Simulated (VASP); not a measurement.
# NbP in VASP: notebook

NbP is run at these levels: PBEsol; tasks: single point.

Program: VASP 6.6.1. These are calculated values, not measurements. Logs are shortened: lines on timing, memory, paths and dates and some standing lists are left out, and cuts for length are marked.

## Step 1: The cell of the first run

The structure is tetragonal, space group I4_1md (No. 109). The conventional cell has a = 3.400 Å, b = 3.400 Å, c = 11.481 Å, α = 90.00°, β = 90.00°, γ = 90.00°. Nb (site symmetry 2mm) has 6 P at 2.49 to 2.80 Å within 3.3 Å. Within 3.3 Å of P (site symmetry 2mm) lie 6 Nb at 2.49 to 2.80 Å.

## Step 2: Single point, PBEsol (strained and its atoms moved)

INCAR reads:

```
ALGO     = Normal         # electronic algorithm
EDIFF    = 1E-7           # SCF threshold, eV
ENCUT    = 520            # plane-wave cutoff, eV
GGA      = PS             # functional
ISIF     = 2              # what is computed and relaxed
ISMEAR   = 0              # smearing method
LASPH    = True           # aspherical terms in the spheres
LCHARG   = True           # write CHGCAR
LELF     = True           # ELF
LREAL    = False          # projectors in reciprocal space
LVHAR    = True         
LWAVE    = False          # write WAVECAR
NBANDS   = 26             # bands
NELM     = 100            # most SCF steps
PREC     = Accurate       # precision mode
SIGMA    = 0.05           # smearing width, eV
```

KPOINTS reads:

```
k-points
0
Gamma
  14 14 14
```

POSCAR reads:

```
NbP
1.0
   -1.7001475986      1.7001475986      5.7404525824
    1.7001475986     -1.7001475986      5.7404525824
    1.7001475986      1.7001475986     -5.7404525824
Nb P
2 2
Direct
    0.7629467558      0.7629467558      0.0000000000
    0.5129467558      1.0129467558      0.5000000000
    0.3196818142      0.3196818142      0.0000000000
    0.0696818242      0.5696818242      0.5000000000
```

Potentials or basis: VASP PAW PBE potentials, release 64 (Nb_sv, P).

Run with:

```bash
> cat potpaw_PBE.64/Nb_sv/POTCAR potpaw_PBE.64/P/POTCAR > POTCAR
> mpirun -np 1 vasp_std > vasp.out
```

OUTCAR:

```text
EDIFF = 1E-7
   ENCUT = 520
   GGA = PS
   ISIF = 2
   ISMEAR = 0
   LASPH = True
   LREAL = False
   NELM = 100
   PREC = Accurate

 ion  position               nearest neighbor table
   1  0.763  0.763  0.000-   3 2.49   3 2.49   3 2.49   3 2.49   4 2.80   4 2.80
   2  0.513  0.013  0.500-   4 2.49   4 2.49   4 2.49   4 2.49   3 2.80   3 2.80
   3  0.320  0.320  0.000-   1 2.49   1 2.49   1 2.49   1 2.49   2 2.80   2 2.80
   4  0.070  0.570  0.500-   2 2.49   2 2.49   2 2.49   2 2.49   1 2.80   1 2.80

  LATTYP: Found a body centered tetragonal cell.
 ALAT       =     3.4002951972
 C/A-ratio  =     3.3764436612

  Lattice vectors:

 A1 = (  -1.7001475986,   1.7001475986,   5.7404525824)
 A2 = (   1.7001475986,  -1.7001475986,   5.7404525824)
 A3 = (   1.7001475986,   1.7001475986,  -5.7404525824)

Analysis of symmetry for initial positions (statically):
=====================================================================
 Subroutine PRICEL returns:
 Original cell was already a primitive cell.

 Routine SETGRP: Setting up the symmetry group for a
 body centered tetragonal supercell.

 Subroutine GETGRP returns: Found  8 space group operations
 (whereof  4 operations were pure point group operations)
 out of a pool of 16 trial point group operations.

The static configuration has the point symmetry C_2v.
 The point group associated with its full space group is C_4v.

Analysis of symmetry for dynamics (positions and initial velocities):
=====================================================================
 Subroutine PRICEL returns:
 Original cell was already a primitive cell.

 Routine SETGRP: Setting up the symmetry group for a
 body centered tetragonal supercell.

 Subroutine GETGRP returns: Found  8 space group operations
 (whereof  4 operations were pure point group operations)
 out of a pool of 16 trial point group operations.

The dynamic configuration has the point symmetry C_2v.
 The point group associated with its full space group is C_4v.

 Subroutine INISYM returns: Found  8 space group operations
 (whereof  4 operations are pure point group operations),
 and found     1 'primitive' translations

----------------------------------------------------------------------------------------

                                     Primitive cell

  volume of cell :      66.3712

[... 91 lines left out ...]
   NELM   =    100;   NELMIN=  2; NELMDL= -5     # of ELM steps
   EDIFF  = 0.1E-06   stopping-criterion for ELM
   LREAL  =      F    real-space projection
   EDIFFG = 0.1E-05   stopping-criterion for IOM
   NSW    =      0    number of steps for IOM
   IBRION =     -1    ionic relax: 0-MD 1-quasi-New 2-CG
   NFREE  =      0    steps in history (QN), initial steepest desc. (CG)
   ISIF   =      2    stress and relaxation
   ISYM   =      2    0-nonsym 1-usesym 2-fastsym
   POTIM  = 0.5000    time-step for ionic-motion
   TEBEG  =    0.0;   TEEND  =   0.0 temperature during run
   PSTRESS=    0.0 pullay stress
   NELECT =      36.0000    total number of electrons
   NUPDOWN=      -1.0000    fix difference up-down
   EMIN   =  10.00;   EMAX   =-10.00  energy-range for DOS
   EFERMI =   0.00;   METHOD = LEGACY
   ISMEAR =     0;   SIGMA  =   0.05  broadening in eV -4-tet -1-fermi 0-gaus
   EFERMI_NEDOS =   21; number of points for ismear=-14 and -15
   IALGO  =     38    algorithm
   IMIX   =      4    mixing-type and parameters
     AMIX     =   0.40;   BMIX     =  1.00
     AMIX_MAG =   1.60;   BMIX_MAG =  1.00
  volume/ion in A,a.u.               =      16.59       111.97
  Fermi-wavevector in a.u.,A,eV,Ry     =   1.335106  2.522985 24.252508  1.782509
  Thomas-Fermi vector in A             =   2.463836
   LORBIT       =      0    0 simple, 1 ext, 2 COOP (PROOUT), +10 PAW based schemes
   GGA     = PS    functional components
   LHFCALC =     F    Hartree Fock is set to
   AEXX    =    0.0000 exact exchange contribution
   IVDW    =     0    specifies the selected vdW correction
   LEPSILON=     F    determine dielectric tensor
   LRPA    =     F    only Hartree local field effects (RPA)
 non-spin polarized calculation
 Gauss-broadening in eV      SIGMA  =   0.05
  energy-cutoff  :      520.00
  volume of cell :       66.37
 maximum number of plane-waves:      1811
 NGX is ok and might be reduce to    48
   NGX = 23   NGY = 23   NGZ = 23

 number of electron      36.0000001 magnetization

 Free energy of the ion-electron system (eV)
  ---------------------------------------------------
  ext. energy  EPLUGINS =         0.00000000
  ---------------------------------------------------
  free energy    TOTEN  =       -36.98899855 eV

  energy without entropy =      -36.98823239  energy(sigma->0) =      -36.98861547

 E-fermi :  10.1594     XC(G=0): -11.9506

 val. band max:       10.1554494903   @ k =  -0.0714  -0.3571   0.0714
 cond. band min:      10.1697299379   @ k =  -0.2857   0.1429   0.0714
 fundamental gap:      0.0142804476
 Fermi energy:        10.1594081622

 k-point     1 :       0.0000    0.0000    0.0000
  band No.  band energies     occupation
      1     -44.7806      2.00000
      2     -44.7468      2.00000
      3     -20.9815      2.00000
      4     -20.8785      2.00000
      5     -20.8785      2.00000
      6     -20.8042      2.00000
[... 685 lines left out ...]
     25      14.8533      0.00000
     26      15.2093      0.00000

 [... further k-points ...]

------------------------ aborting loop because EDIFF is reached ----------------------------------------

  FORCE on cell =-STRESS in cart. coord.  units (eV):
  Direction    XX          YY          ZZ          XY          YZ          ZX
  --------------------------------------------------------------------------------------
  -------------------------------------------------------------------------------------
  Total       -2.4590502     -2.4590502     -6.4026596      0.0000000      0.0000000      0.0000000
  in kB      -59.3606440    -59.3606440   -154.5580459      0.0000000      0.0000000      0.0000000
  external PRESSURE =     -91.0931113 kB  Pullay stress =       0.0000000 kB

 VOLUME and BASIS-vectors are now :
 -----------------------------------------------------------------------------
  energy-cutoff  :      520.00
  volume of cell :       66.37
      direct lattice vectors                 reciprocal lattice vectors
    -1.700147599  1.700147599  5.740452582     0.000000000  0.294092113  0.087101146
     1.700147599 -1.700147599  5.740452582     0.294092113  0.000000000  0.087101146
     1.700147599  1.700147599 -5.740452582     0.294092113  0.294092113  0.000000000

 POSITION                                       TOTAL-FORCE (eV/Angst)
 -----------------------------------------------------------------------------------
      0.00000      0.00000      8.75932        -0.000000     -0.000000     -1.982654
      0.00000      1.70015      0.14864        -0.000000     -0.000000     -1.982654
      0.00000      0.00000      3.67024         0.000000      0.000000      1.982654
      1.70015      0.00000      0.80001         0.000000      0.000000      1.982654
 -----------------------------------------------------------------------------------
    total drift:                               -0.000000     -0.000000     -0.000036

  FREE ENERGIE OF THE ION-ELECTRON SYSTEM (eV)
  ---------------------------------------------------
  free  energy   TOTEN  =       -36.9889985506 eV

  energy  without entropy=      -36.9882323949  energy(sigma->0) =      -36.98861547
```

Wall time 28 min (1 thread of AMD EPYC 7R43 (Zen 3), shared host); peak memory 0.53 GiB.

Results:

| Quantity | Value |
| --- | --- |
| Free energy | -36.9890 eV |
| Pressure | -9.1 GPa |
| Largest force | 1.983 eV/Å |
| Band gap on the k mesh | zero (band 18 reaches 10.37 eV, above the bottom of band 19 at 9.94 eV) |

Forces on the atoms (eV/Å):
```
Nb   0.000  0.000 -1.983
Nb   0.000  0.000 -1.983
P    0.000  0.000  1.983
P    0.000  0.000  1.983
```

Levels at points of the mesh, in eV from the Fermi level:
```
           k point  band 15  band 16  band 17  band 18  band 19  band 20  band 21  band 22
(0.00, 0.00, 0.00)    -1.76    -1.76    -1.27    -1.27     0.24     0.85     2.48     2.48
(0.50, 0.00, 0.00)    -3.09    -1.78    -0.94     0.21     0.24     1.54     2.25     2.41
(0.50, 0.50, 0.00)    -2.62    -2.62    -0.73    -0.73     2.44     2.44     2.80     2.80
(0.50, 0.50, 0.50)    -2.12    -2.12    -0.84    -0.84     0.53     0.53     2.47     2.47
```

Caveat: the cell differs from its parent crystal (strained and its atoms moved); the PAW data sets were made with another functional, which shifts forces and pressure a little.

## Step 3: Single point, PBEsol (uniaxial strain along a: -1.0 %)

INCAR reads:

```
SYSTEM = NbP
PREC = Accurate ; ENCUT = 520
EDIFF = 1E-6 ; ISMEAR = 0
SIGMA = 0.1 ; LREAL = .False.
LASPH = .True. ; NELM = 100
ALGO = Normal ; ISIF = 2
LWAVE = .False. ; LCHARG = .False.
GGA = PS ; NBANDS = 46
```

KPOINTS reads:

```
Automatic mesh
0
Gamma
  10 10 4
  0 0 0
```

POSCAR reads:

```
NbP
1.0
    3.2870475365      0.0000000000      0.0000000000
    0.0000000000      3.3285506620      0.0000000000
    0.0000000000      0.0000000000     11.3186138631
Nb P
4 4
Direct
    0.5000000000      0.5000000000      0.0001874488
    0.0000000000      0.5000000000      0.7501874488
    0.0000000000      0.0000000000      0.5001874488
    0.5000000000      0.0000000000      0.2501874488
    0.0000000000      0.0000000000      0.0824411262
    0.5000000000      0.0000000000      0.8324411262
    0.5000000000      0.5000000000      0.5824411262
    0.0000000000      0.5000000000      0.3324411262
```

Potentials or basis: VASP PAW PBE potentials, release 64 (Nb_sv, P).

Run with:

```bash
> cat potpaw_PBE.64/Nb_sv/POTCAR potpaw_PBE.64/P/POTCAR > POTCAR
> mpirun -np 1 vasp_std > vasp.out
```

OUTCAR:

```text
SYSTEM = NbP
   PREC = Accurate
   ENCUT = 520
   EDIFF = 1E-6
   ISMEAR = 0
   LREAL = .False.
   LASPH = .True.
   NELM = 100
   ISIF = 2
   GGA = PS

 ion  position               nearest neighbor table
   1  0.500  0.500  0.000-   5 2.52   5 2.52   5 2.52   5 2.52   6 2.52   6 2.52
   2  0.000  0.500  0.750-   7 2.51   7 2.51   6 2.52   6 2.52   6 2.52   6 2.52
   3  0.000  0.000  0.500-   7 2.52   7 2.52   7 2.52   7 2.52   8 2.52   8 2.52
   4  0.500  0.000  0.250-   5 2.51   5 2.51   8 2.52   8 2.52   8 2.52   8 2.52
   5  0.000  0.000  0.082-   4 2.51   4 2.51   1 2.52   1 2.52   1 2.52   1 2.52
   6  0.500  0.000  0.832-   2 2.52   2 2.52   2 2.52   2 2.52   1 2.52   1 2.52
   7  0.500  0.500  0.582-   2 2.51   2 2.51   3 2.52   3 2.52   3 2.52   3 2.52
   8  0.000  0.500  0.332-   4 2.52   4 2.52   4 2.52   4 2.52   3 2.52   3 2.52

  LATTYP: Found a simple orthorhombic cell.
 ALAT       =     3.2870475365
 B/A-ratio  =     1.0126262626
 C/A-ratio  =     3.4433982890

  Lattice vectors:

 A1 = (   3.2870475365,   0.0000000000,   0.0000000000)
 A2 = (   0.0000000000,   3.3285506620,   0.0000000000)
[... 212 lines left out ...]
  band No.  band energies     occupation
      1     -43.7425      2.00000
      2     -43.7272      2.00000
      3     -43.7089      2.00000
      4     -43.6935      2.00000
      5     -20.0913      2.00000
      6     -19.8775      2.00000
[... 1165 lines left out ...]
     45      15.1646      0.00000
     46      15.1844      0.00000

 [... further k-points ...]

------------------------ aborting loop because EDIFF is reached ----------------------------------------

  FORCE on cell =-STRESS in cart. coord.  units (eV):
  Direction    XX          YY          ZZ          XY          YZ          ZX
  --------------------------------------------------------------------------------------
  -------------------------------------------------------------------------------------
  Total        2.0225161      0.1804323      0.1110407      0.0000000      0.0000000      0.0000000
  in kB       26.1666524      2.3343737      1.4366086      0.0000000      0.0000000      0.0000000
  external PRESSURE =       9.9792116 kB  Pullay stress =       0.0000000 kB

 VOLUME and BASIS-vectors are now :
 -----------------------------------------------------------------------------
  energy-cutoff  :      520.00
  volume of cell :      123.84
      direct lattice vectors                 reciprocal lattice vectors
     3.287047536  0.000000000  0.000000000     0.304224380  0.000000000  0.000000000
     0.000000000  3.328550662  0.000000000     0.000000000  0.300431059  0.000000000
     0.000000000  0.000000000 11.318613863     0.000000000  0.000000000  0.088350041

 POSITION                                       TOTAL-FORCE (eV/Angst)
 -----------------------------------------------------------------------------------
      1.64352      1.66428      0.00212        -0.000000      0.000000     -0.098723
      0.00000      1.66428      8.49108        -0.000000     -0.000000      0.003279
      0.00000      0.00000      5.66143        -0.000000     -0.000000     -0.098723
      1.64352      0.00000      2.83178         0.000000     -0.000000      0.003279
      0.00000      0.00000      0.93312        -0.000000     -0.000000      0.002643
      1.64352      0.00000      9.42208         0.000000     -0.000000      0.092801
      1.64352      1.66428      6.59243        -0.000000     -0.000000      0.002643
      0.00000      1.66428      3.76277         0.000000     -0.000000      0.092801
 -----------------------------------------------------------------------------------
    total drift:                                0.000000     -0.000000      0.000253

  FREE ENERGIE OF THE ION-ELECTRON SYSTEM (eV)
  ---------------------------------------------------
  free  energy   TOTEN  =       -75.6575218679 eV

  energy  without entropy=      -75.6491434893  energy(sigma->0) =      -75.65333268
```

OSZICAR:

```text
N       E                     dE             d eps       ncg     rms          rms(c)
DAV:   1     0.783412039887E+03    0.78341E+03   -0.37797E+04  9936   0.157E+03
DAV:   2    -0.949080000637E+01   -0.79290E+03   -0.77460E+03 12158   0.606E+02
DAV:   3    -0.755707961548E+02   -0.66080E+02   -0.65076E+02 16552   0.132E+02
DAV:   4    -0.800307744992E+02   -0.44600E+01   -0.44395E+01 16576   0.299E+01
DAV:   5    -0.802623951908E+02   -0.23162E+00   -0.23127E+00 16282   0.745E+00    0.192E+01
DAV:   6    -0.756563001036E+02    0.46061E+01   -0.20743E+01 14720   0.222E+01    0.715E+00
DAV:   7    -0.756660397834E+02   -0.97397E-02   -0.16088E+00 15704   0.485E+00    0.394E+00
DAV:   8    -0.756575894547E+02    0.84503E-02   -0.17119E-01 14962   0.225E+00    0.816E-01
DAV:   9    -0.756605561728E+02   -0.29667E-02   -0.66244E-02 16072   0.169E+00    0.541E-01
DAV:  10    -0.756571303364E+02    0.34258E-02   -0.24007E-02 15596   0.107E+00    0.308E-01
DAV:  11    -0.756575701769E+02   -0.43984E-03   -0.43836E-03 12906   0.486E-01    0.786E-02
DAV:  12    -0.756575326416E+02    0.37535E-04   -0.37799E-04 17784   0.138E-01    0.400E-02
DAV:  13    -0.756575283477E+02    0.42939E-05   -0.34175E-05 16888   0.377E-02    0.217E-02
DAV:  14    -0.756575227238E+02    0.56239E-05   -0.89172E-06 13640   0.165E-02    0.729E-03
DAV:  15    -0.756575218679E+02    0.85589E-06   -0.19138E-06  8280   0.981E-03
   1 F= -.75657522E+02 E0= -.75653333E+02  d E =-.837838E-02
```

stdout:

```text
POSCAR found type information on POSCAR NbP
 POSCAR found :  2 types and       8 ions
 scaLAPACK will be used
 -----------------------------------------------------------------------------
|                                                                             |
|                                                                             |
|     You enforced a specific xc type in the INCAR file but a different       |
|     I HOPE YOU KNOW WHAT YOU ARE DOING!                                     |
|                                                                             |
 -----------------------------------------------------------------------------

 LDA part: xc-table for (Slater+PW92), standard interpolation
 POSCAR, INCAR and KPOINTS ok, starting setup
 FFT: planning ... GRIDC
 FFT: planning ... GRID_SOFT
 FFT: planning ... GRID
 WAVECAR not read
 entering main loop
```

Run time: 6.7 min. Hardware: 1 thread of AMD EPYC 9R45 (Zen 5), shared host; peak memory 0.5 GiB.

Results:

```
Free energy            : -75.6575 eV
Pressure               : 1.0 GPa
Largest force          : 0.099 eV/Å
Band gap on the k mesh : zero (band 36 reaches 11.11 eV, above the bottom of band 37 at 10.94 eV)
```

Forces on the atoms (eV/Å):
```
Nb   0.000  0.000 -0.099
Nb   0.000  0.000  0.003
Nb   0.000  0.000 -0.099
Nb   0.000  0.000  0.003
P    0.000  0.000  0.003
P    0.000  0.000  0.093
P    0.000  0.000  0.003
P    0.000  0.000  0.093
```

Caveat: the cell differs from its parent crystal (uniaxial strain along a: -1.0 %); the PAW data sets were made with another functional, which shifts forces and pressure a little.
